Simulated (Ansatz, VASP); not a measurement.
**BaHf3O2 in VASP and in Ansatz**

Contents of INCAR:

```
PREC = Accurate ; ENCUT = 600
EDIFF = 1E-6 ; ISMEAR = 0
SIGMA = 0.1 ; LREAL = False
LASPH = True ; NELM = 100
ALGO = Normal ; ISIF = 3
LWAVE = False ; LCHARG = False
GGA = PE ; IBRION = 2
NSW = 90 ; EDIFFG = -0.04
```

Contents of KPOINTS:

```
regular mesh
0
Gamma
  6 6 4
```

POSCAR

```
BaHf3O2
1.0
    5.5857012500      0.0000000000      0.0000000000
   -2.7928506200      4.8373591800      0.0000000000
    0.0000000000      0.0000000000      3.9232264800
Ba Hf O
1 3 2
Direct
    0.0000000000      0.0000000000      0.8888130200
    0.5000000000      0.5000000000      0.4595159900
    0.5000000000      0.0000000000      0.4595159900
    0.0000000000      0.5000000000      0.4595159900
    0.6666666700      0.3333333300      0.9631379800
    0.3333333300      0.6666666700      0.9631379800
```

Input for Ansatz:

```yaml
crystal:
  lattice:
    - [5.58570125, 0.0, 0.0]
    - [-2.79285062, 4.83735918, 0.0]
    - [0.0, 0.0, 3.92322648]
  atoms:
    - { symbol: Ba, position: [0.0, 0.0, 0.88881302] }
    - { symbol: Hf, position: [0.5, 0.5, 0.45951599] }
    - { symbol: Hf, position: [0.5, 0.0, 0.45951599] }
    - { symbol: Hf, position: [0.0, 0.5, 0.45951599] }
    - { symbol: O, position: [0.66666667, 0.33333333, 0.96313798] }
    - { symbol: O, position: [0.33333333, 0.66666667, 0.96313798] }
basis:
  ecutwfc: 420
kpoints:
  mp_grid: { grid: [6, 6, 4] }
hamiltonian:
  xc: pbe
scf:
  occupations: { method: gaussian, width: 0.1 }
  lower_state_search: "off"
output:
  forces: true
  stress: true
  eigenvalues: true
relax:
  adjacent_minimum: "off"
  f_tol: 0.04
  max_steps: 70
  cell: { stress_tol: 0.4 }
```

Change from the starting cell: species swapped into the ErCo3Ge2 type (P6mm, No. 183).

Alike in both runs: task relaxation of cell and atoms; functional PBE; k mesh 6 × 6 × 4; occupations gaussian, width 0.1 eV; no spin polarisation.

```csv
,VASP,Ansatz
version,VASP 6.6.1,Ansatz 0.2.0
potentials or method,"VASP PAW PBE potentials, release 64 (Ba_sv, Hf_pv, O), cutoff 600 eV","scalar-relativistic, plane waves, PAW"
valence electrons in the cell,52,100
```

|  | VASP | Ansatz | Ansatz less VASP |
| --- | --- | --- | --- |
| gap on the k mesh at the Fermi level, each at its own relaxed structure (eV) | none | none | - |
| relaxed volume (Å³/atom) | 17.83 | 17.88 | +0.051 |
| relaxed length of the cell vector where the two differ most in proportion (Å) | 2.944 | 2.934 | -0.0104 |

A gap of «none» marks a metal or a gap that the smearing closes. VASP's potentials hold 52 valence electrons a cell and Ansatz's 100, so a difference there can come from the potentials and not from the codes.

The k mesh is coarse, so the values compare programs but aren't converged. Neither program's run includes spin-orbit coupling.
